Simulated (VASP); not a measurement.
# Re (Fd-3m) in VASP: a series of runs

Runs on Re. Level: PBEsol. Tasks: single point.

Everything below comes from runs of VASP 6.6.1. Logs are shortened: lines on timing, memory, paths and dates and some standing lists are left out, and cuts for length are marked.

## Step 1: The cell of the first run

It takes space group Fd-3m (No. 227, cubic). The conventional cell has a = 5.595 Å, b = 5.595 Å, c = 5.595 Å, α = 90.00°, β = 90.00°, γ = 90.00°. Re (site symmetry -43m) has 4 Re at 2.42 Å within 3.2 Å.

This isn't the form of Re at room conditions, which is hcp.

## Step 2: Single point, PBEsol

Contents of INCAR:

```
SYSTEM = Re
ALGO = Normal ; EDIFF = 1E-6
ENCUT = 520 ; GGA = PS
ISIF = 2 ; ISMEAR = -1
LASPH = .True. ; LCHARG = .False.
LREAL = .False. ; LWAVE = .False.
NBANDS = 14 ; NELM = 60
PREC = Accurate ; SIGMA = 0.1
```

Contents of KPOINTS:

```
k-points
0
Gamma
  10 10 10
  0 0 0
```

Contents of POSCAR:

```
Re
1.0
    0.0000000000      2.7975195331      2.7975195331
    2.7975195331      0.0000000000      2.7975195331
    2.7975195331      2.7975195331      0.0000000000
Re
2
Direct
    0.1250000000      0.1250000000      0.1250000000
    0.8750000000      0.8750000000      0.8750000000
```

Potentials or basis: VASP PAW PBE potentials, release 64 (Re).

Run with:

```sh
$ cat potpaw_PBE.64/Re/POTCAR > POTCAR
$ mpirun -np 1 vasp_std > vasp.out
```

OUTCAR:

```text
SYSTEM = Re
   EDIFF = 1E-6
   ENCUT = 520
   GGA = PS
   ISIF = 2
   ISMEAR = -1
   LASPH = .True.
   LREAL = .False.
   NELM = 60
   PREC = Accurate

 ion  position               nearest neighbor table
   1  0.125  0.125  0.125-   2 2.42   2 2.42   2 2.42   2 2.42
   2  0.875  0.875  0.875-   1 2.42   1 2.42   1 2.42   1 2.42

  LATTYP: Found a face centered cubic cell.
 ALAT       =     5.5950390662

  Lattice vectors:

 A1 = (   0.0000000000,   2.7975195331,   2.7975195331)
 A2 = (   2.7975195331,   0.0000000000,   2.7975195331)
 A3 = (   2.7975195331,   2.7975195331,   0.0000000000)

Analysis of symmetry for initial positions (statically):
=====================================================================
 Subroutine PRICEL returns:
 Original cell was already a primitive cell.

 Routine SETGRP: Setting up the symmetry group for a
 face centered cubic supercell.

 Subroutine GETGRP returns: Found 48 space group operations
 (whereof 12 operations were pure point group operations)
 out of a pool of 48 trial point group operations.

The static configuration has the point symmetry D_3d.
 The point group associated with its full space group is O_h .

Analysis of symmetry for dynamics (positions and initial velocities):
=====================================================================
 Subroutine PRICEL returns:
 Original cell was already a primitive cell.

 Routine SETGRP: Setting up the symmetry group for a
 face centered cubic supercell.

 Subroutine GETGRP returns: Found 48 space group operations
 (whereof 12 operations were pure point group operations)
 out of a pool of 48 trial point group operations.

The dynamic configuration has the point symmetry D_3d.
 The point group associated with its full space group is O_h .

 Subroutine INISYM returns: Found 48 space group operations
 (whereof 12 operations are pure point group operations),
 and found     1 'primitive' translations

----------------------------------------------------------------------------------------

                                     Primitive cell

  volume of cell :      43.7874

  direct lattice vectors                    reciprocal lattice vectors
     0.000000000  2.797519533  2.797519533    -0.178729762  0.178729762  0.178729762
     2.797519533  0.000000000  2.797519533     0.178729762 -0.178729762  0.178729762
     2.797519533  2.797519533  0.000000000     0.178729762  0.178729762 -0.178729762

  length of vectors
     3.956290065  3.956290065  3.956290065     0.309569028  0.309569028  0.309569028

  position of ions in fractional coordinates (direct lattice)
     0.125000000  0.125000000  0.125000000
     0.875000000  0.875000000  0.875000000

  ion indices of the primitive-cell ions
   primitive index   ion index
                 1           1
                 2           2

----------------------------------------------------------------------------------------

 KPOINTS: k-points

Automatic generation of k-mesh.
 Grid dimensions read from file:
 generate k-points for:   10   10   10

 Generating k-lattice:

  Cartesian coordinates                     Fractional coordinates (reciprocal lattice)
    -0.017872976  0.017872976  0.017872976     0.100000000  0.000000000  0.000000000
     0.017872976 -0.017872976  0.017872976     0.000000000  0.100000000  0.000000000
     0.017872976  0.017872976 -0.017872976     0.000000000  0.000000000  0.100000000

  Length of vectors
     0.030956903  0.030956903  0.030956903

  Shift w.r.t. Gamma in fractional coordinates (k-lattice)
     0.000000000  0.000000000  0.000000000

 Subroutine IBZKPT returns following result:
 ===========================================

 Found     47 irreducible k-points:

 Following reciprocal coordinates:
            Coordinates               Weight
  0.000000  0.000000  0.000000      1.000000
  0.100000  0.000000  0.000000      8.000000
  0.200000  0.000000  0.000000      8.000000
  0.300000  0.000000  0.000000      8.000000
  0.400000  0.000000  0.000000      8.000000
  0.500000  0.000000  0.000000      4.000000
[... 16 lines left out ...]
  0.300000  0.300000  0.000000      6.000000
  0.400000  0.300000  0.000000     24.000000
 [... further k-points ...]
   k-points           NKPTS =     47   k-points in BZ     NKDIM =     47   number of bands    NBANDS=     14
   number of dos      NEDOS =    301   number of ions     NIONS =      2
   total plane-waves  NPLWV =  27000
   dimension x,y,z NGX =    30 NGY =   30 NGZ =   30
   dimension x,y,z NGXF=    60 NGYF=   60 NGZF=   60
   ions per type =               2
   NGX,Y,Z   is equivalent  to a cutoff of  12.61, 12.61, 12.61 a.u.
   NGXF,Y,Z  is equivalent  to a cutoff of  25.21, 25.21, 25.21 a.u.
 SYSTEM =  Re
   PREC   = accura    normal or accurate (medium, high low for compatibility)
   ISTART =      0    job   : 0-new  1-cont  2-samecut
   ICHARG =      2    charge: 1-file 2-atom 10-const
   ISPIN  =      1    spin polarized calculation?
   LNONCOLLINEAR =      F non collinear calculations
   LSORBIT =      F    spin-orbit coupling
   LASPH  =      T    aspherical Exc in radial PAW
   ENCUT  =  520.0 eV  38.22 Ry    6.18 a.u.   7.36  7.36  7.36*2*pi/ulx,y,z
   NELM   =     60;   NELMIN=  2; NELMDL= -5     # of ELM steps
   EDIFF  = 0.1E-05   stopping-criterion for ELM
   LREAL  =      F    real-space projection
   EDIFFG = 0.1E-04   stopping-criterion for IOM
   NSW    =      0    number of steps for IOM
   IBRION =     -1    ionic relax: 0-MD 1-quasi-New 2-CG
   NFREE  =      0    steps in history (QN), initial steepest desc. (CG)
   ISIF   =      2    stress and relaxation
   ISYM   =      2    0-nonsym 1-usesym 2-fastsym
   POTIM  = 0.5000    time-step for ionic-motion
   TEBEG  =    0.0;   TEEND  =   0.0 temperature during run
   PSTRESS=    0.0 pullay stress
   NELECT =      14.0000    total number of electrons
   NUPDOWN=      -1.0000    fix difference up-down
   EMIN   =  10.00;   EMAX   =-10.00  energy-range for DOS
   EFERMI =   0.00;   METHOD = LEGACY
   ISMEAR =    -1;   SIGMA  =   0.10  broadening in eV -4-tet -1-fermi 0-gaus
   EFERMI_NEDOS =   21; number of points for ismear=-14 and -15
   IALGO  =     38    algorithm
   IMIX   =      4    mixing-type and parameters
     AMIX     =   0.40;   BMIX     =  1.00
     AMIX_MAG =   1.60;   BMIX_MAG =  1.00
  volume/ion in A,a.u.               =      21.89       147.75
  Fermi-wavevector in a.u.,A,eV,Ry     =   1.119441  2.115436 17.050103  1.253147
  Thomas-Fermi vector in A             =   2.256080
   LORBIT       =      0    0 simple, 1 ext, 2 COOP (PROOUT), +10 PAW based schemes
   GGA     = PS    functional components
   LHFCALC =     F    Hartree Fock is set to
   AEXX    =    0.0000 exact exchange contribution
   IVDW    =     0    specifies the selected vdW correction
   LEPSILON=     F    determine dielectric tensor
   LRPA    =     F    only Hartree local field effects (RPA)
 non-spin polarized calculation
  energy-cutoff  :      520.00
  volume of cell :       43.79
 maximum number of plane-waves:      1243
 NGX is ok and might be reduce to    30
   NGX = 15   NGY = 15   NGZ = 15

 number of electron      14.0000000 magnetization

 Free energy of the ion-electron system (eV)
  ---------------------------------------------------
  ext. energy  EPLUGINS =         0.00000000
  ---------------------------------------------------
  free energy    TOTEN  =       -23.25527804 eV

  energy without entropy =      -23.20972587  energy(sigma->0) =      -23.23250196

 E-fermi :   3.4830     XC(G=0): -11.2754

 val. band max:        3.4345033420   @ k =  -0.4000   0.4000   0.0000
 cond. band min:       3.4978320457   @ k =   0.5000   0.5000   0.0000
 fundamental gap:      0.0633287037
 Fermi energy:         3.4829972933

 k-point     1 :       0.0000    0.0000    0.0000
  band No.  band energies     occupation
      1      -3.4825      2.00000
      2       0.3949      2.00000
      3       0.3949      2.00000
      4       1.2175      2.00000
      5       1.2175      2.00000
      6       1.2175      2.00000
      7       4.1659      0.00216
      8       4.1659      0.00216
      9       4.1659      0.00216
     10       7.7725      0.00000
     11       7.7725      0.00000
     12      14.7619      0.00000
     13      15.0725      0.00000
     14      16.3801      0.00000

 k-point     2 :       0.1000    0.0000    0.0000
  band No.  band energies     occupation
      1      -3.2948      2.00000
      2       0.3004      2.00000
      3       0.3004      2.00000
      4       1.1882      2.00000
      5       1.3929      2.00000
      6       1.3929      2.00000
      7       3.9020      0.02983
      8       4.1367      0.00289
      9       4.1367      0.00289
     10       7.7474      0.00000
     11       7.7474      0.00000
     12      14.2809      0.00000
     13      15.1804      0.00000
     14      16.4485      0.00000

 k-point     3 :       0.2000    0.0000    0.0000
  band No.  band energies     occupation
      1      -2.7627      2.00000
      2       0.2054      2.00000
      3       0.2054      2.00000
      4       1.1191      2.00000
      5       1.6327      2.00000
      6       1.6327      2.00000
      7       3.2842      1.75898
      8       4.1612      0.00227
      9       4.1612      0.00227
     10       7.6518      0.00000
     11       7.6518      0.00000
     12      12.9542      0.00000
     13      14.0186      0.00000
     14      16.1008      0.00000
[... 324 lines left out ...]
 k-point    23 :       0.3000    0.3000    0.0000
  band No.  band energies     occupation
      1      -1.3240      2.00000
      2      -0.6737      2.00000
      3       1.1668      2.00000
      4       1.1668      2.00000
      5       1.2460      2.00000
      6       1.5810      2.00000
      7       2.5169      1.99987
      8       5.2071      0.00000
      9       5.2071      0.00000
     10       5.7977      0.00000
     11       8.0698      0.00000
     12      11.4220      0.00000
     13      11.5982      0.00000
     14      11.5982      0.00000

 k-point    24 :       0.4000    0.3000    0.0000
  band No.  band energies     occupation
      1      -0.6782      2.00000
      2      -0.5932      2.00000
      3       0.5336      2.00000
      4       1.0870      2.00000
      5       1.4451      2.00000
      6       1.9113      2.00000
      7       2.5791      1.99976
      8       5.0954      0.00000
      9       5.4762      0.00000
     10       5.9386      0.00000
     11       7.9964      0.00000
     12       9.7907      0.00000
     13      10.6054      0.00000
     14      10.7174      0.00000

 [... further k-points ...]

------------------------ aborting loop because EDIFF is reached ----------------------------------------

  FORCE on cell =-STRESS in cart. coord.  units (eV):
  Direction    XX          YY          ZZ          XY          YZ          ZX
  --------------------------------------------------------------------------------------
  -------------------------------------------------------------------------------------
  Total       -0.4743414     -0.4743414     -0.4743414      0.0000000     -0.0000000      0.0000000
  in kB      -17.3561047    -17.3561047    -17.3561047      0.0000000     -0.0000000      0.0000000
  external PRESSURE =     -17.3561047 kB  Pullay stress =       0.0000000 kB

 VOLUME and BASIS-vectors are now :
 -----------------------------------------------------------------------------
  energy-cutoff  :      520.00
  volume of cell :       43.79
      direct lattice vectors                 reciprocal lattice vectors
     0.000000000  2.797519533  2.797519533    -0.178729762  0.178729762  0.178729762
     2.797519533  0.000000000  2.797519533     0.178729762 -0.178729762  0.178729762
     2.797519533  2.797519533  0.000000000     0.178729762  0.178729762 -0.178729762

 POSITION                                       TOTAL-FORCE (eV/Angst)
 -----------------------------------------------------------------------------------
      0.69938      0.69938      0.69938        -0.000000     -0.000000     -0.000000
      4.89566      4.89566      4.89566         0.000000      0.000000      0.000000
 -----------------------------------------------------------------------------------
    total drift:                               -0.000000      0.000000      0.000000

  FREE ENERGIE OF THE ION-ELECTRON SYSTEM (eV)
  ---------------------------------------------------
  free  energy   TOTEN  =       -23.2552780367 eV

  energy  without entropy=      -23.2097258737  energy(sigma->0) =      -23.23250196
```

Run time: 34 s. Hardware: 1 thread of Intel Xeon Platinum 8259CL at 2.50GHz (Skylake/Cascade Lake), shared host; peak memory 0.18 GiB.

Results:

| Property | Result |
| --- | --- |
| Free energy | -23.2553 eV |
| Pressure | -1.7 GPa |
| Band gap on the k mesh | zero (bands 7 and 8 overlap by 1.22 eV) |

Caveat: the PAW data sets were made with another functional, which shifts forces and pressure a little; spin-orbit coupling is left out, which moves the levels of the heavy elements.

## Step 3: Single point, PBEsol (19.27 Å³/atom)

This run uses another cell than the first one, of 19.27 Å³/atom.

Contents of INCAR:

```
ALGO = Normal
EDIFF = 1E-6
ENCUT = 520
GGA = PS
ISIF = 2
ISMEAR = -1
LASPH = T
LCHARG = F
LREAL = F
LWAVE = F
NBANDS = 14
NELM = 80
PREC = Accurate
SIGMA = 0.1
```

Contents of KPOINTS:

```
k-points
0
Gamma
  11 11 11
```

Contents of POSCAR:

```
Re
1.0
    0.0000000000      2.6808181283      2.6808181283
    2.6808181283      0.0000000000      2.6808181283
    2.6808181283      2.6808181283      0.0000000000
Re
2
Direct
    0.1250000000      0.1250000000      0.1250000000
    0.8750000000      0.8750000000      0.8750000000
```

Potentials or basis: VASP PAW PBE potentials, release 64 (Re).

Run with:

```sh
$ cat potpaw_PBE.64/Re/POTCAR > POTCAR
$ mpirun -np 1 vasp_std > vasp.out
```

OUTCAR:

```text
EDIFF = 1E-6
   ENCUT = 520
   GGA = PS
   ISIF = 2
   ISMEAR = -1
   LASPH = T
   LREAL = F
   NELM = 80
   PREC = Accurate

 ion  position               nearest neighbor table
   1  0.125  0.125  0.125-   2 2.32   2 2.32   2 2.32   2 2.32
   2  0.875  0.875  0.875-   1 2.32   1 2.32   1 2.32   1 2.32

  LATTYP: Found a face centered cubic cell.
 ALAT       =     5.3616362566

  Lattice vectors:

[... 592 lines left out ...]
     14      16.1417      0.00000

 [... further k-points ...]

------------------------ aborting loop because EDIFF is reached ----------------------------------------

  FORCE on cell =-STRESS in cart. coord.  units (eV):
  Direction    XX          YY          ZZ          XY          YZ          ZX
  --------------------------------------------------------------------------------------
  -------------------------------------------------------------------------------------
  Total        6.8607295      6.8607295      6.8607295     -0.0000000     -0.0000000      0.0000000
  in kB      285.2652241    285.2652241    285.2652241     -0.0000000     -0.0000000      0.0000000
  external PRESSURE =     285.2652241 kB  Pullay stress =       0.0000000 kB

 VOLUME and BASIS-vectors are now :
 -----------------------------------------------------------------------------
  energy-cutoff  :      520.00
  volume of cell :       38.53
      direct lattice vectors                 reciprocal lattice vectors
     0.000000000  2.680818128  2.680818128    -0.186510228  0.186510228  0.186510228
     2.680818128  0.000000000  2.680818128     0.186510228 -0.186510228  0.186510228
     2.680818128  2.680818128  0.000000000     0.186510228  0.186510228 -0.186510228

 POSITION                                       TOTAL-FORCE (eV/Angst)
 -----------------------------------------------------------------------------------
      0.67020      0.67020      0.67020        -0.000000      0.000000      0.000000
      4.69143      4.69143      4.69143         0.000000     -0.000000     -0.000000
 -----------------------------------------------------------------------------------
    total drift:                                0.000000     -0.000000     -0.000000

  FREE ENERGIE OF THE ION-ELECTRON SYSTEM (eV)
  ---------------------------------------------------
  free  energy   TOTEN  =       -22.8687502977 eV

  energy  without entropy=      -22.8348611133  energy(sigma->0) =      -22.85180571
```

OSZICAR:

```text
N       E                     dE             d eps       ncg     rms          rms(c)
DAV:   1     0.221347672175E+02    0.22135E+02   -0.63879E+03  3120   0.115E+03
DAV:   2    -0.221902588751E+02   -0.44325E+02   -0.38667E+02  2566   0.247E+02
DAV:   3    -0.234097117856E+02   -0.12195E+01   -0.11958E+01  2468   0.476E+01
DAV:   4    -0.234271741032E+02   -0.17462E-01   -0.17435E-01  2402   0.481E+00
DAV:   5    -0.234276922870E+02   -0.51818E-03   -0.51815E-03  2512   0.131E+00    0.390E+01
DAV:   6    -0.230599623079E+02    0.36773E+00   -0.13388E-01  2906   0.663E+00    0.217E+01
DAV:   7    -0.228715558628E+02    0.18841E+00   -0.16550E-01  2908   0.682E+00    0.597E-01
DAV:   8    -0.228686511508E+02    0.29047E-02   -0.85185E-03  2634   0.147E+00    0.256E-01
DAV:   9    -0.228687352933E+02   -0.84142E-04   -0.17473E-04  2654   0.163E-01    0.793E-02
DAV:  10    -0.228687482771E+02   -0.12984E-04   -0.13374E-05  2590   0.114E-01    0.180E-02
DAV:  11    -0.228687501153E+02   -0.18382E-05   -0.75111E-07  1418   0.242E-02    0.105E-02
DAV:  12    -0.228687502977E+02   -0.18239E-06   -0.35842E-07  1102   0.123E-02
   1 F= -.22868750E+02 E0= -.22851806E+02  d E =-.338892E-01
```

stdout:

```text
POSCAR found type information on POSCAR Re
 POSCAR found :  1 types and       2 ions
 scaLAPACK will be used
 -----------------------------------------------------------------------------
|                                                                             |
|                                                                             |
|     You enforced a specific xc type in the INCAR file but a different       |
|     I HOPE YOU KNOW WHAT YOU ARE DOING!                                     |
|                                                                             |
 -----------------------------------------------------------------------------

 LDA part: xc-table for (Slater+PW92), standard interpolation
 POSCAR, INCAR and KPOINTS ok, starting setup
 FFT: planning ... GRIDC
 FFT: planning ... GRID_SOFT
 FFT: planning ... GRID
 WAVECAR not read
 entering main loop
```

It took 34 s on 1 thread of Intel Xeon Platinum 8259CL at 2.50GHz (Skylake/Cascade Lake), shared host; peak memory 0.17 GiB.

Results:

| Item | Value |
| --- | --- |
| Free energy | -22.8688 eV |
| Pressure | 28.5 GPa |
| Band gap on the k mesh | zero (bands 7 and 8 overlap by 1.29 eV) |

Levels at points of the mesh, in eV from the Fermi level:
```tsv
k point	band 3	band 4	band 5	band 6	band 7	band 8	band 9	band 10	band 11	band 12
(0.00, 0.00, 0.00)	-3.78	-2.58	-2.58	-2.58	0.74	0.74	0.74	5.08	5.08	11.67
```

Caveat: the cell stands under pressure; the PAW data sets were made with another functional, which shifts forces and pressure a little; spin-orbit coupling is left out, which moves the levels of the heavy elements.
